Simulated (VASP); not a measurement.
PbS:

```
Pb S
1.0
     5.95559    0.00000    0.00000
     0.00000    2.96854    2.96854
     0.00000   -2.96854    2.96854
Pb S
2 2
Direct
  0.74989 0.26052 0.76052
  0.25011 0.76052 0.26052
  0.74966 0.76048 0.26048
  0.25034 0.26048 0.76048
```

Base run:

| Quantity | Value |
| --- | --- |
| Program | VASP 6.6.1 |
| Functional | PBE |
| Potentials or basis | VASP PAW PBE potentials, release 64 (Pb_d, S) |
| Cutoff | 520 eV |
| k mesh | 4 × 6 × 6 |
| Occupations | fermi-dirac, width 0.02 eV |
| Spin | no spin polarisation |

Its results: band gap on the k mesh 0.39 eV; pressure 1.8 GPa.

The run is repeated on the same cell with these changes: functional from PBE to r2SCAN; occupations from fermi-dirac, width 0.02 eV to gaussian, width 0.01 eV. What comes out?

Band gap on the k mesh 0.64 eV; pressure 1.0 GPa.

Caveats: spin-orbit coupling is left out, which moves the levels of the heavy elements; the PAW data sets were made with another functional, which shifts forces and pressure a little (some runs).

A k mesh can miss the band edges.
